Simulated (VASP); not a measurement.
# MoH2 (Fd-3m) in VASP: notebook

Runs on MoH2. Level: PBE. Tasks: single point, relaxation of cell and atoms.

Program: VASP 6.6.1. These are calculated values, not measurements. Logs are shortened: lines on timing, memory, paths and dates and some standing lists are left out, and cuts for length are marked.

### 1 The cell of the first run

Symmetry: Fd-3m, No. 227, cubic system. Conventional cell: a = 5.767 Å, b = 5.767 Å, c = 5.767 Å, α = 90.00°, β = 90.00°, γ = 90.00°. H (site symmetry -3m) has 6 H at 2.04 Å and 6 Mo at 2.39 Å within 2.7 Å. Mo (site symmetry -43m) has 12 H at 2.39 Å and 4 Mo at 2.50 Å within 3.2 Å.

The cell was built from a structure type or drawn by symmetry, and may not be a known phase.

### 2 Single point, PBE

The input, INCAR:

```
SYSTEM = MoH2
PREC     = Accurate       ! precision mode
ENCUT    = 520            ! plane-wave cutoff, eV
EDIFF    = 1E-6           ! SCF threshold, eV
ISMEAR   = 0              ! smearing method
SIGMA    = 0.1            ! smearing width, eV
LREAL    = .FALSE.        ! projectors in reciprocal space
LASPH    = .TRUE.         ! aspherical terms in the spheres
NELM     = 100            ! most SCF steps
ALGO     = Normal         ! electronic algorithm
ISIF     = 2              ! what is computed and relaxed
LWAVE    = .FALSE.        ! write WAVECAR
LCHARG   = .TRUE.         ! write CHGCAR
GGA      = PE             ! functional
LELF     = .TRUE.         ! ELF
LVHAR    = .TRUE.       
NBANDS   = 25             ! bands
```

The input, KPOINTS:

```
regular mesh
0
G
  6 6 6
  0 0 0
```

The input, POSCAR:

```
MoH2
1.0
    0.0000000000      2.8836032305      2.8836032305
    2.8836032305      0.0000000000      2.8836032305
    2.8836032305      2.8836032305      0.0000000000
H Mo
4 2
Direct
    0.6250000000      0.1250000000      0.1250000000
    0.1250000000      0.1250000000      0.6250000000
    0.1250000000      0.6250000000      0.1250000000
    0.1250000000      0.1250000000      0.1250000000
    0.5000000000      0.5000000000      0.5000000000
    0.7500000000      0.7500000000      0.7500000000
```

Potentials or basis: VASP PAW PBE potentials, release 64 (H, Mo_sv).

Started as:

```sh
> cat potpaw_PBE.64/H/POTCAR potpaw_PBE.64/Mo_sv/POTCAR > POTCAR
> mpirun -np 1 vasp_std > vasp.out
```

OUTCAR:

```text
SYSTEM = MoH2
   PREC = Accurate
   ENCUT = 520
   EDIFF = 1E-6
   ISMEAR = 0
   LREAL = .FALSE.
   LASPH = .TRUE.
   NELM = 100
   ISIF = 2
   GGA = PE

 ion  position               nearest neighbor table
   1  0.625  0.125  0.125-
   2  0.125  0.125  0.625-
   3  0.125  0.625  0.125-
   4  0.125  0.125  0.125-
   5  0.500  0.500  0.500-   6 2.50   6 2.50   6 2.50   6 2.50
   6  0.750  0.750  0.750-   5 2.50   5 2.50   5 2.50   5 2.50

  LATTYP: Found a face centered cubic cell.
 ALAT       =     5.7672064610

  Lattice vectors:

 A1 = (   0.0000000000,   2.8836032305,   2.8836032305)
 A2 = (   2.8836032305,   0.0000000000,   2.8836032305)
 A3 = (   2.8836032305,   2.8836032305,   0.0000000000)

Analysis of symmetry for initial positions (statically):
=====================================================================
 Subroutine PRICEL returns:
 Original cell was already a primitive cell.

 Routine SETGRP: Setting up the symmetry group for a
 face centered cubic supercell.

 Subroutine GETGRP returns: Found 48 space group operations
 (whereof 24 operations were pure point group operations)
 out of a pool of 48 trial point group operations.

The static configuration has the point symmetry T_d .
 The point group associated with its full space group is O_h .

Analysis of symmetry for dynamics (positions and initial velocities):
=====================================================================
 Subroutine PRICEL returns:
 Original cell was already a primitive cell.

 Routine SETGRP: Setting up the symmetry group for a
 face centered cubic supercell.

 Subroutine GETGRP returns: Found 48 space group operations
 (whereof 24 operations were pure point group operations)
 out of a pool of 48 trial point group operations.

The dynamic configuration has the point symmetry T_d .
 The point group associated with its full space group is O_h .

 Subroutine INISYM returns: Found 48 space group operations
 (whereof 24 operations are pure point group operations),
 and found     1 'primitive' translations

----------------------------------------------------------------------------------------

                                     Primitive cell

  volume of cell :      47.9553

  direct lattice vectors                    reciprocal lattice vectors
     0.000000000  2.883603230  2.883603230    -0.173394174  0.173394174  0.173394174
     2.883603230  0.000000000  2.883603230     0.173394174 -0.173394174  0.173394174
     2.883603230  2.883603230  0.000000000     0.173394174  0.173394174 -0.173394174

  length of vectors
     4.078030797  4.078030797  4.078030797     0.300327519  0.300327519  0.300327519

  position of ions in fractional coordinates (direct lattice)
     0.625000000  0.125000000  0.125000000
     0.125000000  0.125000000  0.625000000
     0.125000000  0.625000000  0.125000000
     0.125000000  0.125000000  0.125000000
     0.500000000  0.500000000  0.500000000
     0.750000000  0.750000000  0.750000000

  ion indices of the primitive-cell ions
   primitive index   ion index
                 1           1
                 2           2
                 3           3
                 4           4
                 5           5
                 6           6

----------------------------------------------------------------------------------------

 KPOINTS: regular mesh

Automatic generation of k-mesh.
 Grid dimensions read from file:
 generate k-points for:    6    6    6

 Generating k-lattice:

  Cartesian coordinates                     Fractional coordinates (reciprocal lattice)
    -0.028899029  0.028899029  0.028899029     0.166666667  0.000000000  0.000000000
     0.028899029 -0.028899029  0.028899029     0.000000000  0.166666667  0.000000000
     0.028899029  0.028899029 -0.028899029     0.000000000  0.000000000  0.166666667

  Length of vectors
     0.050054586  0.050054586  0.050054586

  Shift w.r.t. Gamma in fractional coordinates (k-lattice)
     0.000000000  0.000000000  0.000000000

 Subroutine IBZKPT returns following result:
[... 56 lines left out ...]
      2     -52.1876      2.00000
      3     -27.1158      2.00000
      4     -27.1158      2.00000
      5     -27.0089      2.00000
      6     -26.0111      2.00000
[... 17 lines left out ...]
     24      16.7457      0.00000
     25      16.7457      0.00000

 k-point     5 :       0.1667    0.1667    0.0000
  band No.  band energies     occupation
      1     -52.5886      2.00000
      2     -52.0775      2.00000
      3     -27.0676      2.00000
      4     -27.0676      2.00000
      5     -26.9329      2.00000
      6     -26.0810      2.00000
[... 17 lines left out ...]
     24      16.7356      0.00000
     25      18.0840      0.00000

 k-point     6 :       0.3333    0.1667    0.0000
  band No.  band energies     occupation
      1     -52.5294      2.00000
      2     -52.1391      2.00000
      3     -27.1389      2.00000
      4     -27.1260      2.00000
      5     -26.8798      2.00000
      6     -26.1363      2.00000
[... 17 lines left out ...]
     24      16.8386      0.00000
     25      17.1849      0.00000
[... 169 lines left out ...]
 k-point    13 :       0.5000    0.5000    0.0000
  band No.  band energies     occupation
      1     -52.3359      2.00000
      2     -52.3359      2.00000
      3     -27.2369      2.00000
      4     -27.2369      2.00000
      5     -26.5167      2.00000
      6     -26.5167      2.00000
[... 17 lines left out ...]
     24      15.7337      0.00000
     25      18.8453      0.00000

 k-point    14 :       0.5000    0.3333    0.1667
  band No.  band energies     occupation
      1     -52.4629      2.00000
      2     -52.2075      2.00000
      3     -27.2219      2.00000
      4     -27.1646      2.00000
      5     -26.7711      2.00000
      6     -26.2431      2.00000
[... 17 lines left out ...]
     24      15.0147      0.00000
     25      16.7745      0.00000

 k-point    15 :      -0.3333    0.3333    0.1667
  band No.  band energies     occupation
      1     -52.4094      2.00000
      2     -52.2620      2.00000
      3     -27.2531      2.00000
      4     -27.1918      2.00000
      5     -26.6979      2.00000
      6     -26.3122      2.00000
[... 17 lines left out ...]
     24      15.1841      0.00000
     25      17.0388      0.00000

 k-point    16 :      -0.3333    0.5000    0.1667
  band No.  band energies     occupation
      1     -52.3359      2.00000
      2     -52.3359      2.00000
      3     -27.2418      2.00000
      4     -27.2418      2.00000
      5     -26.5082      2.00000
      6     -26.5082      2.00000
[... 17 lines left out ...]
     24      15.4209      0.00000
     25      18.3898      0.00000

------------------------ aborting loop because EDIFF is reached ----------------------------------------

  FORCE on cell =-STRESS in cart. coord.  units (eV):
  Direction    XX          YY          ZZ          XY          YZ          ZX
  --------------------------------------------------------------------------------------
  -------------------------------------------------------------------------------------
  Total        0.0582594      0.0582594      0.0582594      0.0000000      0.0000000      0.0000000
  in kB        1.9464356      1.9464356      1.9464356      0.0000000      0.0000000      0.0000000
  external PRESSURE =       1.9464356 kB  Pullay stress =       0.0000000 kB

 VOLUME and BASIS-vectors are now :
 -----------------------------------------------------------------------------
  energy-cutoff  :      520.00
  volume of cell :       47.96
      direct lattice vectors                 reciprocal lattice vectors
     0.000000000  2.883603230  2.883603230    -0.173394174  0.173394174  0.173394174
     2.883603230  0.000000000  2.883603230     0.173394174 -0.173394174  0.173394174
     2.883603230  2.883603230  0.000000000     0.173394174  0.173394174 -0.173394174

 POSITION                                       TOTAL-FORCE (eV/Angst)
 -----------------------------------------------------------------------------------
      0.72090      2.16270      2.16270         0.000000     -0.000000      0.000000
      2.16270      2.16270      0.72090         0.000000     -0.000000     -0.000000
      2.16270      0.72090      2.16270         0.000000     -0.000000     -0.000000
      0.72090      0.72090      0.72090         0.000000     -0.000000      0.000000
      2.88360      2.88360      2.88360        -0.000000     -0.000000     -0.000000
      4.32540      4.32540      4.32540         0.000000      0.000000      0.000000
 -----------------------------------------------------------------------------------
    total drift:                                0.000000     -0.000000     -0.000000

  FREE ENERGIE OF THE ION-ELECTRON SYSTEM (eV)
  ---------------------------------------------------
  free  energy   TOTEN  =       -30.8347465648 eV

  energy  without entropy=      -30.8194881389  energy(sigma->0) =      -30.82711735
```

It took 9.9 s on 1 thread of Intel Xeon 6975P-C (Granite Rapids), shared host; peak memory 0.17 GiB.

Results:

| Property | Result |
| --- | --- |
| Free energy | -30.8347 eV |
| Pressure | 0.2 GPa |
| Band gap on the k mesh | zero (bands 16 and 17 overlap by 2.24 eV) |

Levels at points of the mesh, in eV from the Fermi level:
```csv
k point,band 12,band 13,band 14,band 15,band 16,band 17,band 18,band 19,band 20,band 21
"(0.00, 0.00, 0.00)",-3.05,-2.77,-2.77,0.30,0.30,0.30,2.67,2.67,2.67,3.83
"(0.50, 0.00, 0.00)",-4.07,-1.95,-1.95,-1.34,1.56,1.56,2.86,2.86,3.18,3.95
"(0.50, 0.50, 0.00)",-2.18,-1.60,-1.60,-0.89,-0.89,0.04,0.04,2.91,2.91,3.26
```

### 3 Single point, PBE

This run uses another cell than the first one, of 11.28 Å³/atom.

The input, INCAR:

```
PREC = Accurate
ENCUT = 520
EDIFF = 1E-7
ISMEAR = 0
SIGMA = 0.1
LREAL = False
LASPH = True
NELM = 100
ALGO = Normal
ISIF = 2
LWAVE = False
LCHARG = False
GGA = PE
NBANDS = 25
```

The input, KPOINTS:

```
Automatic mesh
0
Gamma
  6 6 6
```

Edit POSCAR of step 2 so:

```diff
@@ -2,5 +2,5 @@
 1.0
-    0.0000000000      2.8836032305      2.8836032305
-    2.8836032305      0.0000000000      2.8836032305
-    2.8836032305      2.8836032305      0.0000000000
+    0.0000000000      3.2344085900      3.2344085900
+    3.2344085900      0.0000000000      3.2344085900
+    3.2344085900      3.2344085900      0.0000000000
 H Mo
```

Potentials or basis: VASP PAW PBE potentials, release 64 (H, Mo_sv).

Started as:

```sh
> cat potpaw_PBE.64/H/POTCAR potpaw_PBE.64/Mo_sv/POTCAR > POTCAR
> mpirun -np 1 vasp_std > vasp.out
```

Run time: 14 s. Hardware: 1 thread of Intel Xeon 6975P-C (Granite Rapids), shared host; peak memory 0.2 GiB.

Results (log left out):

- Free energy: -28.3233 eV
- Pressure: -30.8 GPa
- Band gap on the k mesh: zero (bands 16 and 17 overlap by 1.68 eV)

Levels at points of the mesh, in eV from the Fermi level:
| k point | band 14 | band 15 | band 16 | band 17 | band 18 | band 19 |
| --- | --- | --- | --- | --- | --- | --- |
| (0.00, 0.00, 0.00) | -1.73 | 0.16 | 0.16 | 0.16 | 1.72 | 1.72 |
| (0.50, 0.00, 0.00) | -1.40 | -1.21 | 0.88 | 0.88 | 1.73 | 1.73 |
| (0.50, 0.50, 0.00) | -1.44 | -0.97 | -0.97 | 0.08 | 0.08 | 1.77 |

Caveat: the cell stands under tension.

### 4 Relaxation of cell and atoms, PBE

This run uses another cell than the first one, of 11.28 Å³/atom.

The input, INCAR:

```
SYSTEM = MoH2
ALGO = Normal
EDIFF = 1E-6
EDIFFG = -0.04
ENCUT = 600
GGA = PE
IBRION = 2
ISIF = 3
ISMEAR = 0
LASPH = .True.
LCHARG = .False.
LREAL = .False.
LWAVE = .False.
NELM = 60
NSW = 90
PREC = Accurate
SIGMA = 0.1
```

The input, KPOINTS:

```
k-points
0
Gamma
  6 6 6
  0 0 0
```

POSCAR is that of step 3.

Started as:

```sh
> cat potpaw_PBE.64/H/POTCAR potpaw_PBE.64/Mo_sv/POTCAR > POTCAR
> mpirun -np 1 vasp_std > vasp.out
```

It took 47 s on 1 thread of Intel Xeon 6975P-C (Granite Rapids), shared host; peak memory 0.25 GiB.

It converged, with:

```
Free energy                           : -30.8420 eV
Relaxed volume                        : 8.01 Å³/atom
Relaxed cell                          : a = 4.082 Å, b = 4.082 Å, c = 4.082 Å, α = 60.00°, β = 60.00°, γ = 60.00°
Space group after relaxing (to 0.1 Å) : Fd-3m (No. 227)
Energy gained by relaxing             : 419.8 meV/atom
Ionic steps                           : 3
Pressure after relaxing               : -0.1 GPa
Band gap on the k mesh                : zero (bands 16 and 17 overlap by 2.24 eV)
```

Step by step:
```tsv
step	energy change (eV)	largest force (eV/Å)	pressure (GPa)	volume (Å³)
1	0.0000	0.0000	-30.82	67.67
2	-2.5155	0.0000	-1.90	48.57
3	-2.5186	0.0000	-0.13	48.08
```

Final structure:
```
H Mo
1.0
     0.00000    2.88615    2.88615
     2.88615    0.00000    2.88615
     2.88615    2.88615    0.00000
H Mo
4 2
Direct
  0.62500 0.12500 0.12500
  0.12500 0.12500 0.62500
  0.12500 0.62500 0.12500
  0.12500 0.12500 0.12500
  0.50000 0.50000 0.50000
  0.75000 0.75000 0.75000
```

Levels at points of the mesh, in eV from the Fermi level:
| k point | band 12 | band 13 | band 14 | band 15 | band 16 | band 17 | band 18 | band 19 | band 20 |
| --- | --- | --- | --- | --- | --- | --- | --- | --- | --- |
| (0.00, 0.00, 0.00) | -3.04 | -2.76 | -2.76 | 0.30 | 0.30 | 0.30 | 2.66 | 2.66 | 2.66 |
| (0.50, 0.00, 0.00) | -4.05 | -1.94 | -1.94 | -1.34 | 1.56 | 1.56 | 2.85 | 2.85 | 3.17 |
| (0.50, 0.50, 0.00) | -2.17 | -1.60 | -1.60 | -0.89 | -0.89 | 0.04 | 0.04 | 2.90 | 2.90 |

Caveat: the volume moved by over 15 % at a fixed basis, so the end points are rough.

### 5 Single point, PBE

The input, INCAR:

```
PREC = Accurate
ENCUT = 520
EDIFF = 1E-7
ISMEAR = 0
SIGMA = 0.1
LREAL = False
LASPH = True
NELM = 80
ALGO = Normal
ISIF = 2
LWAVE = False
LCHARG = False
GGA = PE
NBANDS = 25
```

The input, KPOINTS:

```
Automatic mesh
0
Gamma
  12 12 12
```

The input, POSCAR:

```
MoH2
1.0
    0.0000000000      2.8831414254      2.8831414254
    2.8831414254      0.0000000000      2.8831414254
    2.8831414254      2.8831414254      0.0000000000
H Mo
4 2
Direct
    0.1250000000      0.6250000000      0.6250000000
    0.6250000000      0.6250000000      0.1250000000
    0.6250000000      0.1250000000      0.6250000000
    0.6250000000      0.6250000000      0.6250000000
    0.0000000000      0.0000000000      0.0000000000
    0.2500000000      0.2500000000      0.2500000000
```

Started as:

```sh
> cat potpaw_PBE.64/H/POTCAR potpaw_PBE.64/Mo_sv/POTCAR > POTCAR
> mpirun -np 1 vasp_std > vasp.out
```

Wall time 39 s (1 thread of Intel Xeon 6975P-C (Granite Rapids), shared host); peak memory 0.21 GiB.

The run converged. Its results:

```yaml
Free_energy: -30.8217 eV
Pressure: 0.3 GPa
Band_gap_on_the_k_mesh: zero (bands 16 and 17 overlap by 2.32 eV)
```

Levels at points of the mesh, in eV from the Fermi level:
| k point | band 14 | band 15 | band 16 | band 17 | band 18 | band 19 |
| --- | --- | --- | --- | --- | --- | --- |
| (0.00, 0.00, 0.00) | -2.78 | 0.29 | 0.29 | 0.29 | 2.67 | 2.67 |
| (0.50, 0.00, 0.00) | -1.96 | -1.35 | 1.56 | 1.56 | 2.86 | 2.86 |
| (0.50, 0.50, 0.00) | -1.60 | -0.89 | -0.89 | 0.03 | 0.03 | 2.91 |

### 6 Relaxation of cell and atoms, PBE

The input, INCAR:

```
SYSTEM = MoH2
PREC = Accurate
ENCUT = 600
EDIFF = 1E-6
ISMEAR = 0
SIGMA = 0.1
LREAL = .False.
LASPH = .True.
NELM = 100
ALGO = Normal
ISIF = 3
LWAVE = .False.
LCHARG = .False.
GGA = PE
IBRION = 2
NSW = 100
EDIFFG = -0.01
```

The input, KPOINTS:

```
Automatic mesh
0
Gamma
  12 12 12
  0 0 0
```

Edit POSCAR of step 5 so:

```diff
@@ -2,5 +2,5 @@
 1.0
-    0.0000000000      2.8831414254      2.8831414254
-    2.8831414254      0.0000000000      2.8831414254
-    2.8831414254      2.8831414254      0.0000000000
+    0.0000000000      2.8836032305      2.8836032305
+    2.8836032305      0.0000000000      2.8836032305
+    2.8836032305      2.8836032305      0.0000000000
 H Mo
```

Potentials or basis: VASP PAW PBE potentials, release 64 (H, Mo_sv).

Started as:

```sh
> cat potpaw_PBE.64/H/POTCAR potpaw_PBE.64/Mo_sv/POTCAR > POTCAR
> mpirun -np 1 vasp_std > vasp.out
```

It took 59 s on 1 thread of Intel Xeon 6975P-C (Granite Rapids), shared host; peak memory 0.25 GiB.

It converged, with:

| Quantity | Value |
| --- | --- |
| Free energy | -30.8219 eV |
| Relaxed volume | 8.01 Å³/atom |
| Relaxed cell | a = 4.080 Å, b = 4.080 Å, c = 4.080 Å, α = 60.00°, β = 60.00°, γ = 60.00° |
| Space group after relaxing (to 0.1 Å) | Fd-3m (No. 227) |
| Energy gained by relaxing | 0.0 meV/atom |
| Ionic steps | 2 |
| Pressure after relaxing | -0.1 GPa |
| Band gap on the k mesh | zero (bands 16 and 17 overlap by 2.31 eV) |

Final structure:
```
CELL_PARAMETERS angstrom
0.00000 2.88517 2.88517
2.88517 0.00000 2.88517
2.88517 2.88517 0.00000
ATOMIC_POSITIONS crystal
H 0.12500 0.62500 0.62500
H 0.62500 0.62500 0.12500
H 0.62500 0.12500 0.62500
H 0.62500 0.62500 0.62500
Mo 0.00000 0.00000 0.00000
Mo 0.25000 0.25000 0.25000
```

Levels at points of the mesh, in eV from the Fermi level:
| k point | band 13 | band 14 | band 15 | band 16 | band 17 | band 18 | band 19 | band 20 |
| --- | --- | --- | --- | --- | --- | --- | --- | --- |
| (0.00, 0.00, 0.00) | -2.77 | -2.77 | 0.29 | 0.29 | 0.29 | 2.66 | 2.66 | 2.66 |
| (0.50, 0.00, 0.00) | -1.95 | -1.95 | -1.35 | 1.55 | 1.55 | 2.85 | 2.85 | 3.17 |
| (0.50, 0.50, 0.00) | -1.61 | -1.61 | -0.89 | -0.89 | 0.04 | 0.04 | 2.90 | 2.90 |

### 7 Summary

| task | cell | k mesh | cutoff (eV) | gap on the mesh (eV) | pressure (GPa) | relaxed volume (Å³/atom) |
| --- | --- | --- | --- | --- | --- | --- |
| single point | a = 4.078 Å, angles 60.0°, 6 atoms | 6 × 6 × 6 | 520 | none | 0.2 | - |
| single point | a = 4.574 Å, angles 60.0°, 6 atoms | 6 × 6 × 6 | 520 | none | -30.8 | - |
| relaxation of cell and atoms | relaxed from a = 4.574 Å, angles 60.0°, 6 atoms | 6 × 6 × 6 | 600 | none | -0.1 | 8.01 |
| single point | a = 4.077 Å, angles 60.0°, 6 atoms | 12 × 12 × 12 | 520 | none | 0.3 | - |
| relaxation of cell and atoms | relaxed from a = 4.078 Å, angles 60.0°, 6 atoms | 12 × 12 × 12 | 600 | none | -0.1 | 8.01 |

Alike in all rows: level PBE; potentials or basis VASP PAW PBE potentials, release 64 (H, Mo_sv); no spin polarisation; smearing gaussian 0.1 eV.

Caveats: the cell stands under tension (at least some runs); the volume moved by over 15 % at a fixed basis, so the end points are rough (at least some runs).

Absolute energies hang on the potentials; compare differences alone.
